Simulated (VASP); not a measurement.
# Cd (Fd-3m) in VASP: a series of runs

Runs on Cd. Level: LDA. Tasks: single point.

Everything below comes from runs of VASP 6.6.1. Logs are shortened: lines on timing, memory, paths and dates and some standing lists are left out, and cuts for length are marked.

## (1) The cell of the first run

The structure is cubic, space group Fd-3m (No. 227). The conventional cell has a = 5.581 Å, b = 5.581 Å, c = 5.581 Å, α = 90.00°, β = 90.00°, γ = 90.00°. Cd (site symmetry -43m) has 4 Cd at 2.42 Å within 3.2 Å.

This isn't the form of Cd at room conditions, which is hcp.

## (2) Single point, LDA

File INCAR:

```
SYSTEM = Cd
PREC = Accurate
ENCUT = 630
EDIFF = 1E-6
ISMEAR = 0
SIGMA = 0.1
LREAL = .False.
LASPH = .True.
NELM = 120
ALGO = Normal
ISIF = 2
LWAVE = .False.
LCHARG = .True.
LELF = .True.
LVHAR = .True.
NBANDS = 27
GGA_COMPAT = .False.
```

File KPOINTS:

```
regular mesh
0
Gamma
  6 6 6
  0 0 0
```

File POSCAR:

```
Cd
1.0
    0.0000000000      2.7903883886      2.7903883886
    2.7903883886      0.0000000000      2.7903883886
    2.7903883886      2.7903883886      0.0000000000
Cd
2
Direct
    0.0000000000      0.0000000000      0.0000000000
    0.2500000000      0.2500000000      0.2500000000
```

Potentials or basis: VASP PAW LDA potentials, release 64 (Cd_sv_GW).

Command:

```
> cat potpaw_LDA.64/Cd_sv_GW/POTCAR > POTCAR
> mpirun -np 1 vasp_std > vasp.out
```

OUTCAR:

```text
SYSTEM = Cd
   PREC = Accurate
   ENCUT = 630
   EDIFF = 1E-6
   ISMEAR = 0
   LREAL = .False.
   LASPH = .True.
   NELM = 120
   ISIF = 2

 ion  position               nearest neighbor table
   1  0.000  0.000  0.000-   2 2.42   2 2.42   2 2.42   2 2.42
   2  0.250  0.250  0.250-   1 2.42   1 2.42   1 2.42   1 2.42

  LATTYP: Found a face centered cubic cell.
 ALAT       =     5.5807767772

  Lattice vectors:

 A1 = (   0.0000000000,   2.7903883886,   2.7903883886)
 A2 = (   2.7903883886,   0.0000000000,   2.7903883886)
 A3 = (   2.7903883886,   2.7903883886,   0.0000000000)

Analysis of symmetry for initial positions (statically):
=====================================================================
 Subroutine PRICEL returns:
 Original cell was already a primitive cell.

 Routine SETGRP: Setting up the symmetry group for a
 face centered cubic supercell.

 Subroutine GETGRP returns: Found 48 space group operations
 (whereof 24 operations were pure point group operations)
 out of a pool of 48 trial point group operations.

The static configuration has the point symmetry T_d .
 The point group associated with its full space group is O_h .

Analysis of symmetry for dynamics (positions and initial velocities):
=====================================================================
 Subroutine PRICEL returns:
 Original cell was already a primitive cell.

 Routine SETGRP: Setting up the symmetry group for a
 face centered cubic supercell.

 Subroutine GETGRP returns: Found 48 space group operations
 (whereof 24 operations were pure point group operations)
 out of a pool of 48 trial point group operations.

The dynamic configuration has the point symmetry T_d .
 The point group associated with its full space group is O_h .

 Subroutine INISYM returns: Found 48 space group operations
 (whereof 24 operations are pure point group operations),
 and found     1 'primitive' translations

----------------------------------------------------------------------------------------

                                     Primitive cell

  volume of cell :      43.4534

  direct lattice vectors                    reciprocal lattice vectors
     0.000000000  2.790388389  2.790388389    -0.179186525  0.179186525  0.179186525
     2.790388389  0.000000000  2.790388389     0.179186525 -0.179186525  0.179186525
     2.790388389  2.790388389  0.000000000     0.179186525  0.179186525 -0.179186525

  length of vectors
     3.946205103  3.946205103  3.946205103     0.310360166  0.310360166  0.310360166

  position of ions in fractional coordinates (direct lattice)
     0.000000000  0.000000000  0.000000000
     0.250000000  0.250000000  0.250000000

  ion indices of the primitive-cell ions
   primitive index   ion index
                 1           1
                 2           2

----------------------------------------------------------------------------------------

 KPOINTS: regular mesh

Automatic generation of k-mesh.
 Grid dimensions read from file:
 generate k-points for:    6    6    6

 Generating k-lattice:

  Cartesian coordinates                     Fractional coordinates (reciprocal lattice)
    -0.029864421  0.029864421  0.029864421     0.166666667  0.000000000  0.000000000
     0.029864421 -0.029864421  0.029864421     0.000000000  0.166666667  0.000000000
     0.029864421  0.029864421 -0.029864421     0.000000000  0.000000000  0.166666667

  Length of vectors
     0.051726694  0.051726694  0.051726694

  Shift w.r.t. Gamma in fractional coordinates (k-lattice)
     0.000000000  0.000000000  0.000000000

 Subroutine IBZKPT returns following result:
 ===========================================

 Found     16 irreducible k-points:

 Following reciprocal coordinates:
            Coordinates               Weight
  0.000000  0.000000  0.000000      1.000000
  0.166667  0.000000  0.000000      8.000000
  0.333333  0.000000  0.000000      8.000000
  0.500000  0.000000  0.000000      4.000000
  0.166667  0.166667  0.000000      6.000000
  0.333333  0.166667  0.000000     24.000000
[... 8 lines left out ...]
 -0.333333  0.333333  0.166667     24.000000
 -0.333333  0.500000  0.166667     12.000000
   k-points           NKPTS =     16   k-points in BZ     NKDIM =     16   number of bands    NBANDS=     27
   number of dos      NEDOS =    301   number of ions     NIONS =      2
   total plane-waves  NPLWV =  32768
   dimension x,y,z NGX =    32 NGY =   32 NGZ =   32
   dimension x,y,z NGXF=    64 NGYF=   64 NGZF=   64
   ions per type =               2
   NGX,Y,Z   is equivalent  to a cutoff of  13.48, 13.48, 13.48 a.u.
   NGXF,Y,Z  is equivalent  to a cutoff of  26.96, 26.96, 26.96 a.u.
 SYSTEM =  Cd
   PREC   = accura    normal or accurate (medium, high low for compatibility)
   ISTART =      0    job   : 0-new  1-cont  2-samecut
   ICHARG =      2    charge: 1-file 2-atom 10-const
   ISPIN  =      1    spin polarized calculation?
   LNONCOLLINEAR =      F non collinear calculations
   LSORBIT =      F    spin-orbit coupling
   LASPH  =      T    aspherical Exc in radial PAW
   ENCUT  =  630.0 eV  46.30 Ry    6.80 a.u.   8.08  8.08  8.08*2*pi/ulx,y,z
   NELM   =    120;   NELMIN=  2; NELMDL= -5     # of ELM steps
   EDIFF  = 0.1E-05   stopping-criterion for ELM
   LREAL  =      F    real-space projection
   EDIFFG = 0.1E-04   stopping-criterion for IOM
   NSW    =      0    number of steps for IOM
   IBRION =     -1    ionic relax: 0-MD 1-quasi-New 2-CG
   NFREE  =      0    steps in history (QN), initial steepest desc. (CG)
   ISIF   =      2    stress and relaxation
   ISYM   =      2    0-nonsym 1-usesym 2-fastsym
   POTIM  = 0.5000    time-step for ionic-motion
   TEBEG  =    0.0;   TEEND  =   0.0 temperature during run
   PSTRESS=    0.0 pullay stress
   NELECT =      40.0000    total number of electrons
   NUPDOWN=      -1.0000    fix difference up-down
   EMIN   =  10.00;   EMAX   =-10.00  energy-range for DOS
   EFERMI =   0.00;   METHOD = LEGACY
   ISMEAR =     0;   SIGMA  =   0.10  broadening in eV -4-tet -1-fermi 0-gaus
   EFERMI_NEDOS =   21; number of points for ismear=-14 and -15
   IALGO  =     38    algorithm
   IMIX   =      4    mixing-type and parameters
     AMIX     =   0.40;   BMIX     =  1.00
     AMIX_MAG =   1.60;   BMIX_MAG =  1.00
  volume/ion in A,a.u.               =      21.73       146.62
  Fermi-wavevector in a.u.,A,eV,Ry     =   1.592527  3.009440 34.506316  2.536143
  Thomas-Fermi vector in A             =   2.690898
   LORBIT       =      0    0 simple, 1 ext, 2 COOP (PROOUT), +10 PAW based schemes
   GGA     = CA    functional components
   LHFCALC =     F    Hartree Fock is set to
   AEXX    =    0.0000 exact exchange contribution
   IVDW    =     0    specifies the selected vdW correction
   LEPSILON=     F    determine dielectric tensor
   LRPA    =     F    only Hartree local field effects (RPA)
 non-spin polarized calculation
 Gauss-broadening in eV      SIGMA  =   0.10
  energy-cutoff  :      630.00
  volume of cell :       43.45
 maximum number of plane-waves:      1588
   NGX = 17   NGY = 17   NGZ = 17

 number of electron      39.9999978 magnetization

 Free energy of the ion-electron system (eV)
  ---------------------------------------------------
  ext. energy  EPLUGINS =         0.00000000
  ---------------------------------------------------
  free energy    TOTEN  =        -0.72936988 eV

  energy without entropy =       -0.71632987  energy(sigma->0) =       -0.72284987

 E-fermi :   5.9529     XC(G=0): -11.3573

 val. band max:        5.8044718966   @ k =  -0.3333   0.5000   0.1667
 cond. band min:       5.9546624623   @ k =   0.5000   0.3333   0.0000
 fundamental gap:      0.1501905657
 Fermi energy:         5.9529401430

 k-point     1 :       0.0000    0.0000    0.0000
  band No.  band energies     occupation
      1     -97.0291      2.00000
      2     -96.9408      2.00000
      3     -58.4856      2.00000
      4     -58.4856      2.00000
      5     -58.4856      2.00000
      6     -58.2596      2.00000
[... 19 lines left out ...]
     26      15.2213      0.00000
     27      15.2331      0.00000

 k-point     2 :       0.1667    0.0000    0.0000
  band No.  band energies     occupation
      1     -97.0247      2.00000
      2     -96.9452      2.00000
      3     -58.4909      2.00000
      4     -58.4909      2.00000
      5     -58.4819      2.00000
      6     -58.2640      2.00000
[... 19 lines left out ...]
     26      15.8732      0.00000
     27      17.0435      0.00000

 k-point     3 :       0.3333    0.0000    0.0000
  band No.  band energies     occupation
      1     -97.0141      2.00000
      2     -96.9558      2.00000
      3     -58.5007      2.00000
      4     -58.5007      2.00000
      5     -58.4738      2.00000
      6     -58.2729      2.00000
[... 19 lines left out ...]
     26      15.0201      0.00000
     27      18.8394      0.00000

 k-point     4 :       0.5000    0.0000    0.0000
  band No.  band energies     occupation
      1     -97.0070      2.00000
      2     -96.9629      2.00000
      3     -58.5053      2.00000
      4     -58.5053      2.00000
      5     -58.4693      2.00000
      6     -58.2776      2.00000
[... 19 lines left out ...]
     26      14.6907      0.00000
     27      20.5256      0.00000

 k-point     5 :       0.1667    0.1667    0.0000
  band No.  band energies     occupation
      1     -97.0232      2.00000
      2     -96.9467      2.00000
      3     -58.4968      2.00000
      4     -58.4968      2.00000
      5     -58.4709      2.00000
      6     -58.2751      2.00000
[... 19 lines left out ...]
     26      17.3972      0.00000
     27      18.1317      0.00000

 k-point     6 :       0.3333    0.1667    0.0000
  band No.  band energies     occupation
      1     -97.0141      2.00000
      2     -96.9558      2.00000
      3     -58.5077      2.00000
      4     -58.5065      2.00000
      5     -58.4556      2.00000
      6     -58.2909      2.00000
[... 19 lines left out ...]
     26      17.4369      0.00000
     27      17.9017      0.00000

 k-point     7 :       0.5000    0.1667    0.0000
  band No.  band energies     occupation
      1     -97.0041      2.00000
      2     -96.9659      2.00000
      3     -58.5175      2.00000
      4     -58.5106      2.00000
      5     -58.4442      2.00000
      6     -58.3025      2.00000
[... 19 lines left out ...]
     26      17.4950      0.00000
     27      18.0592      0.00000

 k-point     8 :      -0.3333    0.1667    0.0000
  band No.  band energies     occupation
      1     -97.0070      2.00000
      2     -96.9629      2.00000
      3     -58.5176      2.00000
      4     -58.5054      2.00000
      5     -58.4500      2.00000
      6     -58.2966      2.00000
[... 19 lines left out ...]
     26      18.3840      0.00000
     27      18.4535      0.00000

 k-point     9 :      -0.1667    0.1667    0.0000
  band No.  band energies     occupation
      1     -97.0181      2.00000
      2     -96.9519      2.00000
      3     -58.5060      2.00000
      4     -58.4956      2.00000
      5     -58.4682      2.00000
      6     -58.2781      2.00000
[... 19 lines left out ...]
     26      15.7450      0.00000
     27      16.5776      0.00000

 k-point    10 :       0.3333    0.3333    0.0000
  band No.  band energies     occupation
      1     -97.0070      2.00000
      2     -96.9629      2.00000
      3     -58.5163      2.00000
      4     -58.5163      2.00000
      5     -58.4300      2.00000
      6     -58.3170      2.00000
[... 19 lines left out ...]
     26      20.2897      0.00000
     27      21.7064      0.00000

 k-point    11 :       0.5000    0.3333    0.0000
  band No.  band energies     occupation
      1     -96.9960      2.00000
      2     -96.9739      2.00000
      3     -58.5247      2.00000
      4     -58.5204      2.00000
      5     -58.4058      2.00000
      6     -58.3413      2.00000
[... 19 lines left out ...]
     26      19.7833      0.00000
     27      22.0032      0.00000

 k-point    12 :      -0.3333    0.3333    0.0000
  band No.  band energies     occupation
      1     -96.9960      2.00000
      2     -96.9739      2.00000
      3     -58.5279      2.00000
      4     -58.5152      2.00000
      5     -58.4139      2.00000
      6     -58.3329      2.00000
[... 19 lines left out ...]
     26      18.7529      0.00000
     27      18.9633      0.00000

 k-point    13 :       0.5000    0.5000    0.0000
  band No.  band energies     occupation
      1     -96.9850      2.00000
      2     -96.9850      2.00000
      3     -58.5251      2.00000
      4     -58.5251      2.00000
      5     -58.3738      2.00000
      6     -58.3738      2.00000
[... 19 lines left out ...]
     26      23.2248      0.00000
     27      23.4222      0.00000

 k-point    14 :       0.5000    0.3333    0.1667
  band No.  band energies     occupation
      1     -97.0041      2.00000
      2     -96.9659      2.00000
      3     -58.5213      2.00000
      4     -58.5129      2.00000
      5     -58.4305      2.00000
      6     -58.3162      2.00000
[... 19 lines left out ...]
     26      19.9207      0.00000
     27      20.1381      0.00000

 k-point    15 :      -0.3333    0.3333    0.1667
  band No.  band energies     occupation
      1     -96.9960      2.00000
      2     -96.9739      2.00000
      3     -58.5261      2.00000
      4     -58.5174      2.00000
      5     -58.4128      2.00000
      6     -58.3339      2.00000
[... 19 lines left out ...]
     26      17.7631      0.00000
     27      20.5765      0.00000

 k-point    16 :      -0.3333    0.5000    0.1667
  band No.  band energies     occupation
      1     -96.9850      2.00000
      2     -96.9850      2.00000
      3     -58.5252      2.00000
      4     -58.5252      2.00000
      5     -58.3735      2.00000
      6     -58.3735      2.00000
[... 19 lines left out ...]
     26      18.3847      0.00000
     27      23.6648      0.00000

------------------------ aborting loop because EDIFF is reached ----------------------------------------

  FORCE on cell =-STRESS in cart. coord.  units (eV):
  Direction    XX          YY          ZZ          XY          YZ          ZX
  --------------------------------------------------------------------------------------
  -------------------------------------------------------------------------------------
  Total        8.1939546      8.1939546      8.1939546     -0.0000000     -0.0000000      0.0000000
  in kB      302.1204840    302.1204840    302.1204840     -0.0000000     -0.0000000      0.0000000
  external PRESSURE =     302.1204840 kB  Pullay stress =       0.0000000 kB

 VOLUME and BASIS-vectors are now :
 -----------------------------------------------------------------------------
  energy-cutoff  :      630.00
  volume of cell :       43.45
      direct lattice vectors                 reciprocal lattice vectors
     0.000000000  2.790388389  2.790388389    -0.179186525  0.179186525  0.179186525
     2.790388389  0.000000000  2.790388389     0.179186525 -0.179186525  0.179186525
     2.790388389  2.790388389  0.000000000     0.179186525  0.179186525 -0.179186525

 POSITION                                       TOTAL-FORCE (eV/Angst)
 -----------------------------------------------------------------------------------
      0.00000      0.00000      0.00000         0.000000      0.000000      0.000000
      1.39519      1.39519      1.39519        -0.000000     -0.000000     -0.000000
 -----------------------------------------------------------------------------------
    total drift:                               -0.000000      0.000000      0.000000

  FREE ENERGIE OF THE ION-ELECTRON SYSTEM (eV)
  ---------------------------------------------------
  free  energy   TOTEN  =        -0.7293698764 eV

  energy  without entropy=       -0.7163298696  energy(sigma->0) =       -0.72284987
```

It took 8.2 s on 1 thread of Intel Xeon 6975P-C (Granite Rapids), shared host; peak memory 0.16 GiB.

What came out:

| Quantity | Value |
| --- | --- |
| Free energy | -0.7294 eV |
| Pressure | 30.2 GPa |
| Band gap on the k mesh | zero (bands 20 and 21 overlap by 8.44 eV) |

Levels at points of the mesh, in eV from the Fermi level:
```csv
k point,band 18,band 19,band 20,band 21,band 22,band 23
"(0.00, 0.00, 0.00)",-8.21,-8.21,7.29,7.29,7.29,7.99
"(0.50, 0.00, 0.00)",-8.24,-4.70,-3.98,4.29,4.29,7.97
"(0.50, 0.50, 0.00)",-8.10,-3.19,-3.19,0.97,0.97,5.43
```

Caveat: the cell stands under pressure.

[end of part 1 of 2]

The gap in the log of VASP goes by the Fermi energy; the results here count the filled bands.